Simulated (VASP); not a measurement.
# Cu3N (Pm-3m) in VASP: further runs

The runs below take Cu3N through single point, with PBE.

All numbers are computed with VASP 6.6.1; they aren't measurements. Logs are shortened: lines on timing, memory, paths and dates and some standing lists are left out, and cuts for length are marked.

## 1. The cell of the first run

Symmetry: Pm-3m, No. 221, cubic system. Conventional cell: a = 3.789 Å, b = 3.789 Å, c = 3.789 Å, α = 90.00°, β = 90.00°, γ = 90.00°. Cu (site symmetry 4/mmm) has 2 N at 1.89 Å within 2.5 Å. N (site symmetry m-3m) has 6 Cu at 1.89 Å within 2.5 Å.

## 2. Single point, PBE

Input file INCAR:

```
SYSTEM = Cu3N
ALGO = Normal
EDIFF = 1E-6
ENCUT = 820
GGA = PE
GGA_COMPAT = .FALSE.
ISIF = 2
ISMEAR = -1
LASPH = .TRUE.
LCHARG = .FALSE.
LREAL = .FALSE.
LWAVE = .FALSE.
NBANDS = 39
NELM = 120
PREC = Accurate
SIGMA = 0.02
```

Input file KPOINTS:

```
k-points
0
G
  6 6 6
  0 0 0
```

Input file POSCAR:

```
Cu3N
1.0
    3.7893700971      0.0000000000      0.0000000000
    0.0000000000      3.7893700971      0.0000000000
    0.0000000000      0.0000000000      3.7893700971
Cu N
3 1
Direct
    0.5000000000      0.0000000000      0.0000000000
    0.0000000000      0.5000000000      0.0000000000
    0.0000000000      0.0000000000      0.5000000000
    0.0000000000      0.0000000000      0.0000000000
```

Potentials or basis: VASP PAW PBE potentials, release 64 (Cu_sv_GW, N).

On the command line:

```sh
$ cat potpaw_PBE.64/Cu_sv_GW/POTCAR potpaw_PBE.64/N/POTCAR > POTCAR
$ mpirun -np 1 vasp_std > vasp.out
```

OUTCAR:

```text
SYSTEM = Cu3N
   EDIFF = 1E-6
   ENCUT = 820
   GGA = PE
   ISIF = 2
   ISMEAR = -1
   LASPH = .TRUE.
   LREAL = .FALSE.
   NELM = 120
   PREC = Accurate

 ion  position               nearest neighbor table
   1  0.500  0.000  0.000-   4 1.89   4 1.89
   2  0.000  0.500  0.000-   4 1.89   4 1.89
   3  0.000  0.000  0.500-   4 1.89   4 1.89
   4  0.000  0.000  0.000-   1 1.89   2 1.89   3 1.89   3 1.89   2 1.89   1 1.89

  LATTYP: Found a simple cubic cell.
 ALAT       =     3.7893700971

  Lattice vectors:

 A1 = (   3.7893700971,   0.0000000000,   0.0000000000)
 A2 = (   0.0000000000,   3.7893700971,   0.0000000000)
 A3 = (   0.0000000000,   0.0000000000,   3.7893700971)

Analysis of symmetry for initial positions (statically):
=====================================================================
 Subroutine PRICEL returns:
 Original cell was already a primitive cell.

 Routine SETGRP: Setting up the symmetry group for a
 simple cubic supercell.

 Subroutine GETGRP returns: Found 48 space group operations
 (whereof 48 operations were pure point group operations)
 out of a pool of 48 trial point group operations.

The static configuration has the point symmetry O_h .

Analysis of symmetry for dynamics (positions and initial velocities):
=====================================================================
 Subroutine PRICEL returns:
 Original cell was already a primitive cell.

 Routine SETGRP: Setting up the symmetry group for a
 simple cubic supercell.

 Subroutine GETGRP returns: Found 48 space group operations
 (whereof 48 operations were pure point group operations)
 out of a pool of 48 trial point group operations.

The dynamic configuration has the point symmetry O_h .

 Subroutine INISYM returns: Found 48 space group operations
 (whereof 48 operations are pure point group operations),
 and found     1 'primitive' translations

----------------------------------------------------------------------------------------

                                     Primitive cell

  volume of cell :      54.4128

  direct lattice vectors                    reciprocal lattice vectors
     3.789370097  0.000000000  0.000000000     0.263896103  0.000000000  0.000000000
     0.000000000  3.789370097  0.000000000     0.000000000  0.263896103  0.000000000
     0.000000000  0.000000000  3.789370097     0.000000000  0.000000000  0.263896103

  length of vectors
     3.789370097  3.789370097  3.789370097     0.263896103  0.263896103  0.263896103

  position of ions in fractional coordinates (direct lattice)
     0.500000000  0.000000000  0.000000000
     0.000000000  0.500000000  0.000000000
     0.000000000  0.000000000  0.500000000
     0.000000000  0.000000000  0.000000000

  ion indices of the primitive-cell ions
   primitive index   ion index
                 1           1
                 2           2
                 3           3
                 4           4

----------------------------------------------------------------------------------------

 KPOINTS: k-points

Automatic generation of k-mesh.
 Grid dimensions read from file:
 generate k-points for:    6    6    6

 Generating k-lattice:

  Cartesian coordinates                     Fractional coordinates (reciprocal lattice)
     0.043982684  0.000000000  0.000000000     0.166666667  0.000000000  0.000000000
     0.000000000  0.043982684  0.000000000     0.000000000  0.166666667  0.000000000
     0.000000000  0.000000000  0.043982684     0.000000000  0.000000000  0.166666667

  Length of vectors
     0.043982684  0.043982684  0.043982684

  Shift w.r.t. Gamma in fractional coordinates (k-lattice)
     0.000000000  0.000000000  0.000000000

 Subroutine IBZKPT returns following result:
 ===========================================

 Found     20 irreducible k-points:

 Following reciprocal coordinates:
            Coordinates               Weight
  0.000000  0.000000  0.000000      1.000000
  0.166667  0.000000  0.000000      6.000000
  0.333333  0.000000  0.000000      6.000000
  0.500000  0.000000  0.000000      3.000000
  0.166667  0.166667  0.000000     12.000000
  0.333333  0.166667  0.000000     24.000000
[... 12 lines left out ...]
  0.500000  0.500000  0.333333      6.000000
  0.500000  0.500000  0.500000      1.000000
   k-points           NKPTS =     20   k-points in BZ     NKDIM =     20   number of bands    NBANDS=     39
   number of dos      NEDOS =    301   number of ions     NIONS =      4
   total plane-waves  NPLWV =  46656
   dimension x,y,z NGX =    36 NGY =   36 NGZ =   36
   dimension x,y,z NGXF=    72 NGYF=   72 NGZF=   72
   ions per type =               3   1
   NGX,Y,Z   is equivalent  to a cutoff of  15.79, 15.79, 15.79 a.u.
   NGXF,Y,Z  is equivalent  to a cutoff of  31.59, 31.59, 31.59 a.u.
 SYSTEM =  Cu3N
   PREC   = accura    normal or accurate (medium, high low for compatibility)
   ISTART =      0    job   : 0-new  1-cont  2-samecut
   ICHARG =      2    charge: 1-file 2-atom 10-const
   ISPIN  =      1    spin polarized calculation?
   LNONCOLLINEAR =      F non collinear calculations
   LSORBIT =      F    spin-orbit coupling
   LASPH  =      T    aspherical Exc in radial PAW
   ENCUT  =  820.0 eV  60.27 Ry    7.76 a.u.   8.85  8.85  8.85*2*pi/ulx,y,z
   NELM   =    120;   NELMIN=  2; NELMDL= -5     # of ELM steps
   EDIFF  = 0.1E-05   stopping-criterion for ELM
   LREAL  =      F    real-space projection
   EDIFFG = 0.1E-04   stopping-criterion for IOM
   NSW    =      0    number of steps for IOM
   IBRION =     -1    ionic relax: 0-MD 1-quasi-New 2-CG
   NFREE  =      0    steps in history (QN), initial steepest desc. (CG)
   ISIF   =      2    stress and relaxation
   ISYM   =      2    0-nonsym 1-usesym 2-fastsym
   POTIM  = 0.5000    time-step for ionic-motion
   TEBEG  =    0.0;   TEEND  =   0.0 temperature during run
   PSTRESS=    0.0 pullay stress
   NELECT =      62.0000    total number of electrons
   NUPDOWN=      -1.0000    fix difference up-down
   EMIN   =  10.00;   EMAX   =-10.00  energy-range for DOS
   EFERMI =   0.00;   METHOD = LEGACY
   ISMEAR =    -1;   SIGMA  =   0.02  broadening in eV -4-tet -1-fermi 0-gaus
   EFERMI_NEDOS =   21; number of points for ismear=-14 and -15
   IALGO  =     38    algorithm
   IMIX   =      4    mixing-type and parameters
     AMIX     =   0.40;   BMIX     =  1.00
     AMIX_MAG =   1.60;   BMIX_MAG =  1.00
  volume/ion in A,a.u.               =      13.60        91.80
  Fermi-wavevector in a.u.,A,eV,Ry     =   1.709904  3.231250 39.780324  2.923771
  Thomas-Fermi vector in A             =   2.788302
   LORBIT       =      0    0 simple, 1 ext, 2 COOP (PROOUT), +10 PAW based schemes
   GGA     = PE    functional components
   LHFCALC =     F    Hartree Fock is set to
   AEXX    =    0.0000 exact exchange contribution
   IVDW    =     0    specifies the selected vdW correction
   LEPSILON=     F    determine dielectric tensor
   LRPA    =     F    only Hartree local field effects (RPA)
 non-spin polarized calculation
  energy-cutoff  :      820.00
  volume of cell :       54.41
 maximum number of plane-waves:      2945
 NGX is ok and might be reduce to    36
   NGX = 17   NGY = 17   NGZ = 17

 number of electron      61.9999943 magnetization

 Free energy of the ion-electron system (eV)
  ---------------------------------------------------
  ext. energy  EPLUGINS =         0.00000000
  ---------------------------------------------------
  free energy    TOTEN  =       -18.56398617 eV

  energy without entropy =      -18.56373507  energy(sigma->0) =      -18.56386062

 E-fermi :   5.2099     XC(G=0): -11.3049

 val. band max:        5.1543693916   @ k =   0.5000   0.5000   0.5000
 cond. band min:       5.2654911194   @ k =   0.5000   0.5000   0.0000
 fundamental gap:      0.1111217277
 Fermi energy:         5.2098841704

 k-point     1 :       0.0000    0.0000    0.0000
  band No.  band energies     occupation
      1    -107.5090      2.00000
      2    -107.5020      2.00000
      3    -107.5020      2.00000
      4     -65.0845      2.00000
      5     -65.0845      2.00000
      6     -65.0845      2.00000
[... 31 lines left out ...]
     38      17.4616      0.00000
     39      17.7232      0.00000

 k-point     2 :       0.1667    0.0000    0.0000
  band No.  band energies     occupation
      1    -107.5085      2.00000
      2    -107.5021      2.00000
      3    -107.5017      2.00000
      4     -65.0840      2.00000
      5     -65.0840      2.00000
      6     -65.0839      2.00000
[... 31 lines left out ...]
     38      16.1078      0.00000
     39      16.3975      0.00000

 k-point     3 :       0.3333    0.0000    0.0000
  band No.  band energies     occupation
      1    -107.5072      2.00000
      2    -107.5031      2.00000
      3    -107.5017      2.00000
      4     -65.0835      2.00000
      5     -65.0835      2.00000
      6     -65.0830      2.00000
[... 31 lines left out ...]
     38      15.0149      0.00000
     39      15.0283      0.00000

 k-point     4 :       0.5000    0.0000    0.0000
  band No.  band energies     occupation
      1    -107.5066      2.00000
      2    -107.5041      2.00000
      3    -107.5018      2.00000
      4     -65.0834      2.00000
      5     -65.0834      2.00000
      6     -65.0830      2.00000
[... 31 lines left out ...]
     38      14.4290      0.00000
     39      14.4291      0.00000
[... 586 lines left out ...]
     38      13.4098      0.00000
     39      17.9101      0.00000

 k-point    19 :       0.5000    0.5000    0.3333
  band No.  band energies     occupation
      1    -107.5042      2.00000
      2    -107.5042      2.00000
      3    -107.5042      2.00000
      4     -65.1201      2.00000
      5     -65.0661      2.00000
      6     -65.0626      2.00000
[... 31 lines left out ...]
     38      13.2201      0.00000
     39      17.0744      0.00000

 k-point    20 :       0.5000    0.5000    0.5000
  band No.  band energies     occupation
      1    -107.5039      2.00000
      2    -107.5039      2.00000
      3    -107.5039      2.00000
      4     -65.1235      2.00000
      5     -65.0623      2.00000
      6     -65.0623      2.00000
[... 31 lines left out ...]
     38      13.2580      0.00000
     39      15.9418      0.00000

------------------------ aborting loop because EDIFF is reached ----------------------------------------

  FORCE on cell =-STRESS in cart. coord.  units (eV):
  Direction    XX          YY          ZZ          XY          YZ          ZX
  --------------------------------------------------------------------------------------
  -------------------------------------------------------------------------------------
  Total        1.0316816      1.0316816      1.0316816     -0.0000000     -0.0000000      0.0000000
  in kB       30.3777201     30.3777201     30.3777201     -0.0000000     -0.0000000      0.0000000
  external PRESSURE =      30.3777201 kB  Pullay stress =       0.0000000 kB

 VOLUME and BASIS-vectors are now :
 -----------------------------------------------------------------------------
  energy-cutoff  :      820.00
  volume of cell :       54.41
      direct lattice vectors                 reciprocal lattice vectors
     3.789370097  0.000000000  0.000000000     0.263896103  0.000000000  0.000000000
     0.000000000  3.789370097  0.000000000     0.000000000  0.263896103  0.000000000
     0.000000000  0.000000000  3.789370097     0.000000000  0.000000000  0.263896103

 POSITION                                       TOTAL-FORCE (eV/Angst)
 -----------------------------------------------------------------------------------
      1.89469      0.00000      0.00000         0.000000      0.000000      0.000000
      0.00000      1.89469      0.00000         0.000000      0.000000      0.000000
      0.00000      0.00000      1.89469         0.000000      0.000000      0.000000
      0.00000      0.00000      0.00000         0.000000      0.000000      0.000000
 -----------------------------------------------------------------------------------
    total drift:                                0.000000      0.000000     -0.000000

  FREE ENERGIE OF THE ION-ELECTRON SYSTEM (eV)
  ---------------------------------------------------
  free  energy   TOTEN  =       -18.5639861723 eV

  energy  without entropy=      -18.5637350665  energy(sigma->0) =      -18.56386062
```

It took 6.1 min on 1 thread of AMD EPYC, shared host; peak memory 0.22 GiB.

Results:

- Free energy: -18.5640 eV
- Pressure: 3.0 GPa
- Band gap on the k mesh: 0.11 eV (least direct gap 0.65 eV)

Caveat: the cell stands under pressure; semilocal functionals underestimate gaps, and a narrow one can read as zero.

## 3. Single point, PBE (14.87 Å³/atom)

This run uses another cell than the first one, of 14.87 Å³/atom.

Input file INCAR:

```
  PREC = Accurate
  ENCUT = 820
  EDIFF = 1E-6
  ISMEAR = -1
  SIGMA = 0.02
  LREAL = F
  LASPH = T
  NELM = 120
  ALGO = Normal
  ISIF = 2
  LWAVE = F
  LCHARG = F
  GGA = PE
  NBANDS = 39
  GGA_COMPAT = F
```

Input file KPOINTS:

```
regular mesh
0
Gamma
  6 6 6
```

Input file POSCAR:

```
Cu3N
1.0
    3.9039369977      0.0000000000      0.0000000000
    0.0000000000      3.9039369977      0.0000000000
    0.0000000000      0.0000000000      3.9039369977
Cu N
3 1
Direct
    0.5000000000      0.0000000000      0.0000000000
    0.0000000000      0.5000000000      0.0000000000
    0.0000000000      0.0000000000      0.5000000000
    0.0000000000      0.0000000000      0.0000000000
```

Potentials or basis: VASP PAW PBE potentials, release 64 (Cu_sv_GW, N).

On the command line:

```sh
$ cat potpaw_PBE.64/Cu_sv_GW/POTCAR potpaw_PBE.64/N/POTCAR > POTCAR
$ mpirun -np 1 vasp_std > vasp.out
```

It took 1.8 min on 1 thread of Intel Xeon Platinum 8259CL at 2.50GHz (Skylake/Cascade Lake), shared host; peak memory 0.25 GiB.

It converged, with:

| Quantity | Value |
| --- | --- |
| Free energy | -18.5203 eV |
| Pressure | -6.9 GPa |
| Band gap on the k mesh | 0.40 eV (least direct gap 0.92 eV) |

Levels at points of the mesh, in eV from the valence-band top:
| k point | band 28 | band 29 | band 30 | band 31 | band 32 | band 33 | band 34 | band 35 |
| --- | --- | --- | --- | --- | --- | --- | --- | --- |
| (0.00, 0.00, 0.00) | -1.63 | -1.63 | -1.63 | -1.60 | 0.82 | 4.97 | 4.97 | 6.46 |
| (0.50, 0.00, 0.00) | -1.96 | -1.63 | -1.26 | -1.26 | 1.36 | 3.26 | 6.27 | 7.04 |
| (0.50, 0.50, 0.00) | -1.92 | -0.95 | -0.95 | -0.60 | 0.40 | 3.24 | 4.66 | 4.66 |
| (0.50, 0.50, 0.50) | -1.67 | 0.00 | 0.00 | 0.00 | 1.01 | 1.01 | 1.01 | 6.14 |

Caveat: the cell stands under tension; semilocal functionals underestimate gaps, and a narrow one can read as zero. A k mesh can miss the band edges.
